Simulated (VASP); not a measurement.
# AlN (F-43m) in VASP: dielectric tensor with r2SCAN

Aim: the dielectric tensor of AlN with r2SCAN.

Program: VASP 6.6.1. These are calculated values, not measurements. Logs are shortened: lines on timing, memory, paths and dates and some standing lists are left out, and cuts for length are marked.

### 1 The cell of the first run

The structure is cubic, space group F-43m (No. 216). The conventional cell has a = 4.370 Å, b = 4.370 Å, c = 4.370 Å, α = 90.00°, β = 90.00°, γ = 90.00°. Within 2.5 Å of Al (site symmetry -43m) lie 4 N at 1.89 Å. N (site symmetry -43m) has 4 Al at 1.89 Å within 2.5 Å.

### 2 Dielectric tensor, r2SCAN

INCAR reads:

```
ALGO     = Normal         # electronic algorithm
EDIFF    = 1E-8           # SCF threshold, eV
ENCUT    = 520            # plane-wave cutoff, eV
ISIF     = 2              # what is computed and relaxed
ISMEAR   = 0              # smearing method
LASPH    = True           # aspherical terms in the spheres
LCALCEPS = True         
LCHARG   = False          # write CHGCAR
LMIXTAU  = True         
LREAL    = False          # projectors in reciprocal space
LWAVE    = False          # write WAVECAR
METAGGA  = R2SCAN         # meta-GGA
NELM     = 60             # most SCF steps
PREC     = Accurate       # precision mode
SIGMA    = 0.01           # smearing width, eV
```

KPOINTS reads:

```
k-points
0
Gamma
  8 8 8
```

POSCAR reads:

```
AlN
1.0
    0.0000000000      2.1848764218      2.1848764218
    2.1848764218      0.0000000000      2.1848764218
    2.1848764218      2.1848764218      0.0000000000
Al N
1 1
Direct
    0.0000000000      0.0000000000      0.0000000000
    0.2500000000      0.2500000000      0.2500000000
```

Potentials or basis: VASP PAW PBE potentials, release 64 (Al, N).

Command:

```
cat potpaw_PBE.64/Al/POTCAR potpaw_PBE.64/N/POTCAR > POTCAR
mpirun -np 1 vasp_std > vasp.out
```

OUTCAR:

```text
EDIFF = 1E-8
   ENCUT = 520
   ISIF = 2
   ISMEAR = 0
   LASPH = True
   LREAL = False
   METAGGA = R2SCAN
   NELM = 60
   PREC = Accurate

 ion  position               nearest neighbor table
   1  0.000  0.000  0.000-   2 1.89   2 1.89   2 1.89   2 1.89
   2  0.250  0.250  0.250-   1 1.89   1 1.89   1 1.89   1 1.89

  LATTYP: Found a face centered cubic cell.
 ALAT       =     4.3697528436

  Lattice vectors:

 A1 = (   0.0000000000,   2.1848764218,   2.1848764218)
 A2 = (   2.1848764218,   0.0000000000,   2.1848764218)
 A3 = (   2.1848764218,   2.1848764218,   0.0000000000)

Analysis of symmetry for initial positions (statically):
=====================================================================
 Subroutine PRICEL returns:
 Original cell was already a primitive cell.

 Routine SETGRP: Setting up the symmetry group for a
 face centered cubic supercell.

 Subroutine GETGRP returns: Found 24 space group operations
 (whereof 24 operations were pure point group operations)
 out of a pool of 48 trial point group operations.

The static configuration has the point symmetry T_d .

Analysis of symmetry for dynamics (positions and initial velocities):
=====================================================================
 Subroutine PRICEL returns:
 Original cell was already a primitive cell.

 Routine SETGRP: Setting up the symmetry group for a
 face centered cubic supercell.

 Subroutine GETGRP returns: Found 24 space group operations
 (whereof 24 operations were pure point group operations)
 out of a pool of 48 trial point group operations.

The dynamic configuration has the point symmetry T_d .

 Subroutine INISYM returns: Found 24 space group operations
 (whereof 24 operations are pure point group operations),
 and found     1 'primitive' translations

----------------------------------------------------------------------------------------

                                     Primitive cell

  volume of cell :      20.8598

  direct lattice vectors                    reciprocal lattice vectors
     0.000000000  2.184876422  2.184876422    -0.228845895  0.228845895  0.228845895
     2.184876422  0.000000000  2.184876422     0.228845895 -0.228845895  0.228845895
     2.184876422  2.184876422  0.000000000     0.228845895  0.228845895 -0.228845895

  length of vectors
     3.089881868  3.089881868  3.089881868     0.396372717  0.396372717  0.396372717

  position of ions in fractional coordinates (direct lattice)
     0.000000000  0.000000000  0.000000000
     0.250000000  0.250000000  0.250000000

  ion indices of the primitive-cell ions
   primitive index   ion index
                 1           1
                 2           2

----------------------------------------------------------------------------------------

 KPOINTS: k-points

Automatic generation of k-mesh.
 Grid dimensions read from file:
 generate k-points for:    8    8    8

 Generating k-lattice:

  Cartesian coordinates                     Fractional coordinates (reciprocal lattice)
    -0.028605737  0.028605737  0.028605737     0.125000000  0.000000000  0.000000000
     0.028605737 -0.028605737  0.028605737     0.000000000  0.125000000  0.000000000
     0.028605737  0.028605737 -0.028605737     0.000000000  0.000000000  0.125000000

  Length of vectors
     0.049546590  0.049546590  0.049546590

  Shift w.r.t. Gamma in fractional coordinates (k-lattice)
     0.000000000  0.000000000  0.000000000

 Subroutine IBZKPT returns following result:
 ===========================================

 Found     29 irreducible k-points:

 Following reciprocal coordinates:
            Coordinates               Weight
  0.000000  0.000000  0.000000      1.000000
  0.125000  0.000000  0.000000      8.000000
  0.250000  0.000000  0.000000      8.000000
  0.375000  0.000000  0.000000      8.000000
  0.500000  0.000000  0.000000      4.000000
  0.125000  0.125000  0.000000      6.000000
[... 16 lines left out ...]
  0.500000  0.250000  0.125000     48.000000
 -0.375000  0.250000  0.125000     24.000000
 [... further k-points ...]
   k-points           NKPTS =     29   k-points in BZ     NKDIM =     29   number of bands    NBANDS=      8
   number of dos      NEDOS =    301   number of ions     NIONS =      2
   total plane-waves  NPLWV =  13824
   dimension x,y,z NGX =    24 NGY =   24 NGZ =   24
   dimension x,y,z NGXF=    48 NGYF=   48 NGZF=   48
   ions per type =               1   1
   NGX,Y,Z   is equivalent  to a cutoff of  12.91, 12.91, 12.91 a.u.
   NGXF,Y,Z  is equivalent  to a cutoff of  25.83, 25.83, 25.83 a.u.
 SYSTEM =  unknown system
   PREC   = accura    normal or accurate (medium, high low for compatibility)
   ISTART =      0    job   : 0-new  1-cont  2-samecut
   ICHARG =      2    charge: 1-file 2-atom 10-const
   ISPIN  =      1    spin polarized calculation?
   LNONCOLLINEAR =      F non collinear calculations
   LSORBIT =      F    spin-orbit coupling
   LASPH  =      T    aspherical Exc in radial PAW
   ENCUT  =  520.0 eV  38.22 Ry    6.18 a.u.   5.75  5.75  5.75*2*pi/ulx,y,z
   NELM   =     60;   NELMIN=  2; NELMDL= -5     # of ELM steps
   EDIFF  = 0.1E-07   stopping-criterion for ELM
   LREAL  =      F    real-space projection
   EDIFFG = 0.1E-06   stopping-criterion for IOM
   NSW    =      0    number of steps for IOM
   IBRION =     -1    ionic relax: 0-MD 1-quasi-New 2-CG
   NFREE  =      0    steps in history (QN), initial steepest desc. (CG)
   ISIF   =      2    stress and relaxation
   ISYM   =      2    0-nonsym 1-usesym 2-fastsym
   POTIM  = 0.5000    time-step for ionic-motion
   TEBEG  =    0.0;   TEEND  =   0.0 temperature during run
   PSTRESS=    0.0 pullay stress
   NELECT =       8.0000    total number of electrons
   NUPDOWN=      -1.0000    fix difference up-down
   EMIN   =  10.00;   EMAX   =-10.00  energy-range for DOS
   EFERMI =   0.00;   METHOD = LEGACY
   ISMEAR =     0;   SIGMA  =   0.01  broadening in eV -4-tet -1-fermi 0-gaus
   EFERMI_NEDOS =   21; number of points for ismear=-14 and -15
   IALGO  =     38    algorithm
   IMIX   =      4    mixing-type and parameters
     AMIX     =   0.40;   BMIX     =  1.00
     AMIX_MAG =   1.60;   BMIX_MAG =  1.00
  volume/ion in A,a.u.               =      10.43        70.38
  Fermi-wavevector in a.u.,A,eV,Ry     =   1.189418  2.247675 19.248378  1.414716
  Thomas-Fermi vector in A             =   2.325526
   LORBIT       =      0    0 simple, 1 ext, 2 COOP (PROOUT), +10 PAW based schemes
   METAGGA = R2SCAN    functional components
   LHFCALC =     F    Hartree Fock is set to
   AEXX    =    0.0000 exact exchange contribution
   IVDW    =     0    specifies the selected vdW correction
   LEPSILON=     F    determine dielectric tensor
   LRPA    =     F    only Hartree local field effects (RPA)
   LRPA       =     F
 non-spin polarized calculation
 Gauss-broadening in eV      SIGMA  =   0.01
  energy-cutoff  :      520.00
  volume of cell :       20.86
 maximum number of plane-waves:       588
   NGX = 11   NGY = 11   NGZ = 11

 number of electron       8.0000000 magnetization

 Free energy of the ion-electron system (eV)
  ---------------------------------------------------
  ext. energy  EPLUGINS =         0.00000000
  ---------------------------------------------------
  free energy    TOTEN  =       -19.17963508 eV

  energy without entropy =      -19.17963508  energy(sigma->0) =      -19.17963508

 E-fermi :   5.7331     XC(G=0): -11.4129

 val. band max:        5.6819546437   @ k =   0.0000   0.0000   0.0000
 cond. band min:   10000.0000000000   @ k =   0.0000   0.0000   0.0000
 fundamental gap:   9994.3180453563
 Fermi energy:         5.7330925822

 k-point     1 :       0.0000    0.0000    0.0000
  band No.  band energies     occupation
      1     -10.0528      2.00000
      2       5.6817      2.00000
      3       5.6819      2.00000
      4       5.6820      2.00000
      5   10000.0000      0.00000
      6   10000.0000      0.00000
      7   10000.0000      0.00000
      8   10000.0000      0.00000
[... 243 lines left out ...]
 k-point    24 :      -0.3750    0.2500    0.1250
  band No.  band energies     occupation
      1      -7.7277      2.00000
      2       0.5169      2.00000
      3       3.4449      2.00000
      4       4.5595      2.00000
      5   10000.0000      0.00000
      6   10000.0000      0.00000
      7   10000.0000      0.00000
      8   10000.0000      0.00000

 [... further k-points ...]

------------------------ aborting loop because EDIFF is reached ----------------------------------------

            Ionic dipole moment: p[ion]=(     5.46219     5.46219     5.46219 ) |e| Angst

 Total electronic dipole moment: p[elc]=(     0.00015     0.00015     0.00389 ) |e| Angst

 MACROSCOPIC STATIC DIELECTRIC TENSOR (including local field effects)
 ------------------------------------------------------
           4.242639     0.000000     0.000000
           0.000000     4.242639     0.000000
          -0.000000    -0.000000     4.242639
 ------------------------------------------------------

 PIEZOELECTRIC TENSOR (including local field effects) (e Angst)
          XX          YY          ZZ          XY          YZ          ZX
  --------------------------------------------------------------------------------
  x     0.00000    -0.00000    -0.00000     0.00000    -0.77392     0.00000
  y    -0.00000    -0.00000    -0.00000     0.00000     0.00000    -0.77392
  z    -0.00000    -0.00000    -0.00000    -0.77392    -0.00000     0.00000

 PIEZOELECTRIC TENSOR (including local field effects) (C/m^2)
          XX          YY          ZZ          XY          YZ          ZX
  --------------------------------------------------------------------------------
  x     0.00000    -0.00000    -0.00000     0.00000    -0.59442     0.00000
  y    -0.00000    -0.00000    -0.00000     0.00000     0.00000    -0.59442
  z    -0.00000    -0.00000    -0.00000    -0.59442    -0.00000     0.00000

 BORN EFFECTIVE CHARGES (including local field effects) (in |e|, cummulative output)
 ---------------------------------------------------------------------------------
 ion    1
    1     2.51819     0.00000     0.00000
    2     0.00000     2.51819     0.00000
    3     0.00000     0.00000     2.51819
 ion    2
    1    -2.51819    -0.00000    -0.00000
    2    -0.00000    -2.51819     0.00000
    3     0.00000     0.00000    -2.51819

  FORCE on cell =-STRESS in cart. coord.  units (eV):
  Direction    XX          YY          ZZ          XY          YZ          ZX
  --------------------------------------------------------------------------------------
  -------------------------------------------------------------------------------------
  Total       -0.0505190     -0.0505190     -0.0505190      0.0000000      0.0000000      0.0000000
  in kB       -3.8802024     -3.8802024     -3.8802024      0.0000000      0.0000000      0.0000000
  external PRESSURE =      -3.8802024 kB  Pullay stress =       0.0000000 kB

 VOLUME and BASIS-vectors are now :
 -----------------------------------------------------------------------------
  energy-cutoff  :      520.00
  volume of cell :       20.86
      direct lattice vectors                 reciprocal lattice vectors
     0.000000000  2.184876422  2.184876422    -0.228845895  0.228845895  0.228845895
     2.184876422  0.000000000  2.184876422     0.228845895 -0.228845895  0.228845895
     2.184876422  2.184876422  0.000000000     0.228845895  0.228845895 -0.228845895

 POSITION                                       TOTAL-FORCE (eV/Angst)
 -----------------------------------------------------------------------------------
      0.00000      0.00000      0.00000        -0.000000     -0.000000     -0.000000
      1.09244      1.09244      1.09244         0.000000      0.000000      0.000000
 -----------------------------------------------------------------------------------
    total drift:                               -0.000000     -0.000000     -0.000000

  FREE ENERGIE OF THE ION-ELECTRON SYSTEM (eV)
  ---------------------------------------------------
  free  energy   TOTEN  =       -19.1796350833 eV

  energy  without entropy=      -19.1796350833  energy(sigma->0) =      -19.17963508
```

Run time: 15 min. Hardware: 1 thread of Intel Xeon 8259CL, shared host; peak memory 0.25 GiB.

Results:

```yaml
Band_gap_on_the_k_mesh: 3.93 eV (least direct gap 4.88 eV)
Electronic_dielectric_tensor_diagonal: 4.24
Born_charges_mean_of_the_diagonal: Al +2.52; N -2.52 e
```

Levels at points of the mesh, in eV from the valence-band top:
```
           k point  band 1  band 2  band 3  band 4  band 5  band 6  band 7  band 8
(0.00, 0.00, 0.00)  -15.73    0.00    0.00    0.00    4.88   13.51   13.51   13.51
(0.50, 0.00, 0.00)  -13.73   -5.89   -0.49   -0.49    8.20   10.82   11.94   11.94
(0.50, 0.50, 0.00)  -13.10   -4.95   -1.81   -1.81    3.93    9.47   15.18   16.94
```

Electronic dielectric tensor:
```
4.24 0.00 0.00
0.00 4.24 0.00
0.00 0.00 4.24
```

Born effective charge tensors (e):
atom 1, Al
```
2.52 0.00 0.00
0.00 2.52 0.00
0.00 0.00 2.52
```
atom 2, N
```
-2.52  0.00  0.00
 0.00 -2.52  0.00
 0.00  0.00 -2.52
```

Dipole moments of the cell (e·Å, modulo the quantum): ionic 5.462, 5.462, 5.462; electronic 0.000, 0.000, 0.004

Caveat: the structure was generated, so it needn't be the stable form of AlN; the PAW data sets were made with another functional, which shifts forces and pressure a little. A k mesh can miss the band edges.

The gap in the log of VASP goes by the Fermi energy; the results here count the filled bands.